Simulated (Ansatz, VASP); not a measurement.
**NaH: VASP beside Ansatz**

Contents of INCAR:

```
SYSTEM = NaH
PREC = Accurate
ENCUT = 520
EDIFF = 1E-6
ISMEAR = 0
SIGMA = 0.1
LREAL = .FALSE.
LASPH = .TRUE.
NELM = 100
ALGO = Normal
ISIF = 2
LWAVE = .FALSE.
LCHARG = .FALSE.
NBANDS = 11
```

The input KPOINTS:

```
regular mesh
0
G
  9 9 9
  0 0 0
```

Contents of POSCAR:

```
NaH
1.0
    0.0000000000      2.4400000000      2.4400000000
    2.4400000000      0.0000000000      2.4400000000
    2.4400000000      2.4400000000      0.0000000000
Na H
1 1
Direct
    0.0000000000      0.0000000000      0.0000000000
    0.5000000000      0.5000000000      0.5000000000
```

The input input.yaml:

```yaml
crystal:
  lattice:
    - [0.0, 2.44, 2.44]
    - [2.44, 0.0, 2.44]
    - [2.44, 2.44, 0.0]
  atoms:
    - { symbol: Na, position: [0.0, 0.0, 0.0] }
    - { symbol: H, position: [0.5, 0.5, 0.5] }
kpoints:
  mp_grid: { grid: [9, 9, 9] }
scf:
  occupations: { method: gaussian, width: 0.1 }
hamiltonian:
  xc: lda
  pseudopotentials: { kind: all_electron, lapw: { basis_error: 0.001 } }
output:
  forces: true
  stress: true
  eigenvalues: true
```

Alike in both runs: task single point; functional LDA; k mesh 9 × 9 × 9; occupations gaussian, width 0.1 eV; no spin polarisation.

|  | VASP | Ansatz |
| --- | --- | --- |
| version | VASP 6.6.1 | Ansatz 0.2.0 |
| potentials or method | VASP PAW LDA potentials, release 64 (Na_pv, H), cutoff 520 eV | all-electron LAPW, scalar-relativistic |

```csv
,VASP,Ansatz,Ansatz less VASP
gap on the k mesh at the Fermi level (eV),3.67,3.67,+0.001
least direct gap on the mesh (eV),4.41,4.41,+0.003
pressure (GPa),-2.7,-2.6,+0.05
```

LDA's correlation is that of Perdew and Zunger in VASP and of Perdew and Wang (1992) in Ansatz. Ansatz ran all-electron here, and VASP with PAW potentials.
